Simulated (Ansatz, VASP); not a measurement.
**Ni: VASP beside Ansatz**

Contents of INCAR:

```
SYSTEM = Ni
PREC = Accurate
ENCUT = 600
EDIFF = 1E-6
ISMEAR = 1
SIGMA = 0.1
LREAL = .False.
LASPH = .True.
NELM = 150
ALGO = Fast
ISIF = 3
LWAVE = .False.
LCHARG = .False.
ISPIN = 2
MAGMOM = 0.65
LORBIT = 11
LMAXMIX = 4
GGA = CA
IBRION = 2
NSW = 80
EDIFFG = -0.005
```

The input KPOINTS:

```
Automatic mesh
0
Gamma
  18 18 18
  0 0 0
```

Contents of POSCAR:

```
Ni
1.0
    0.0000000000      1.7600000000      1.7600000000
    1.7600000000      0.0000000000      1.7600000000
    1.7600000000      1.7600000000      0.0000000000
Ni
1
Direct
    0.0000000000      0.0000000000      0.0000000000
```

Input for Ansatz:

```yaml
crystal:
  lattice:
    - [0.0, 1.76, 1.76]
    - [1.76, 0.0, 1.76]
    - [1.76, 1.76, 0.0]
  atoms:
    - { symbol: Ni, position: [0.0, 0.0, 0.0], spin: 0.65 }
magnetization:
  spin_polarized: true
scf:
  occupations: { method: methfessel_paxton, width: 0.1 }
output:
  forces: true
  stress: true
  eigenvalues: true
  populations: true
hamiltonian:
  xc: lda
kpoints:
  mp_grid: { grid: [18, 18, 18] }
relax:
  f_tol: 0.005
  adjacent_minimum: "off"
  cell: { stress_tol: 0.02 }
```

Alike in both runs: task relaxation of cell and atoms; functional LDA; k mesh 18 × 18 × 18; occupations methfessel-paxton of order 1, width 0.1 eV; collinear spin.

|  | VASP | Ansatz |
| --- | --- | --- |
| version | VASP 6.6.1 | Ansatz 0.2.0 |
| potentials or method | VASP PAW LDA potentials, release 64 (Ni) | scalar-relativistic, plane waves, PAW |
| plane-wave cutoff (eV) | 600 | 420 |
| valence electrons in the cell | 10 | 18 |

Ansatz gave:

| Item | Value |
| --- | --- |
| gap on the k mesh at the Fermi level, each at its own relaxed structure (eV) | none |
| net moment per atom (μB) | 0.60 |
| size of the moment on the site where the two differ most (μB) | 0.63 |
| relaxed volume (Å³/atom) | 10.03 |
| relaxed cell length with the largest relative difference (Å) | 2.421 |

What did VASP give for the same quantities?

gap on the k mesh at the Fermi level, each at its own relaxed structure (eV): none; net moment per atom (μB): 0.60; size of the moment on the site where the two differ most (μB): 0.60; relaxed volume (Å³/atom): 10.02; relaxed cell length with the largest relative difference (Å): 2.420.

LDA's correlation is that of Perdew and Zunger in VASP and of Perdew and Wang (1992) in Ansatz. Site moments also hang on the region over which each program counts them. A gap of «none» marks a metal or a gap that the smearing closes. VASP's potentials hold 10 valence electrons a cell and Ansatz's 18, so a difference there can come from the potentials and not from the codes.
